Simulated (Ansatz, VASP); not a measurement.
# One calculation of La, two programs

INCAR

```
SYSTEM = La
PREC     = Accurate       ! precision mode
ENCUT    = 520            ! plane-wave cutoff, eV
EDIFF    = 1E-8           ! SCF threshold, eV
ISMEAR   = -1             ! smearing method
SIGMA    = 0.05           ! smearing width, eV
LREAL    = .False.        ! projectors in reciprocal space
LASPH    = .True.         ! aspherical terms in the spheres
NELM     = 80             ! most SCF steps
ALGO     = Normal         ! electronic algorithm
ISIF     = 2              ! what is computed and relaxed
LWAVE    = .False.        ! write WAVECAR
LCHARG   = .False.        ! write CHGCAR
LEFG     = .True.       
NBANDS   = 18             ! bands
```

File KPOINTS:

```
regular mesh
0
Gamma
  11 11 6
  0 0 0
```

File POSCAR:

```
La
1.0
    3.7624606208      0.0000000000      0.0000000000
   -1.8812303104      3.2583864783      0.0000000000
    0.0000000000      0.0000000000      6.0901662611
La
2
Direct
    0.3333333333      0.6666666667      0.2500000000
    0.6666666667      0.3333333333      0.7500000000
```

Input for Ansatz:

```yaml
crystal:
  lattice:
    - [3.7624606208, 0.0, 0.0]
    - [-1.8812303104, 3.2583864783, 0.0]
    - [0.0, 0.0, 6.0901662611]
  atoms:
    - { symbol: La, position: [0.3333333333, 0.6666666667, 0.25] }
    - { symbol: La, position: [0.6666666667, 0.3333333333, 0.75] }
kpoints:
  mp_grid: { grid: [11, 11, 6] }
scf:
  occupations: { method: fermi_dirac, width: 0.05 }
hamiltonian:
  xc: lda
  pseudopotentials: { kind: all_electron, datasets: crystal }
output:
  forces: true
  stress: true
  eigenvalues: true
  efg: { contact_densities: true }
```

Change from the starting cell: volume scaled by 1.01, crystal datasets.

Alike in both runs: task electric field gradients; functional LDA; k mesh 11 × 11 × 6; occupations fermi-dirac, width 0.05 eV; no spin polarisation.

|  | VASP | Ansatz |
| --- | --- | --- |
| version | VASP 6.6.1 | Ansatz 0.2.0 |
| potentials or method | VASP PAW LDA potentials, release 64 (La), cutoff 520 eV | all-electron PAW with datasets made for the crystal, scalar-relativistic |

|  | VASP | Ansatz | Ansatz less VASP |
| --- | --- | --- | --- |
| pressure (GPa) | -3.3 | -3.2 | +0.09 |
| traceless stress, the component that is largest in VASP (GPa) | -0.11 | -0.10 | +0.009 |
| size of Vzz on the site where it differs most (V/Å²) | 10.1 | 8.9 | -1.24 |

LDA's correlation is that of Perdew and Zunger in VASP and of Perdew and Wang (1992) in Ansatz. Ansatz ran all-electron here, and VASP with PAW potentials.

Neither program's run includes spin-orbit coupling.
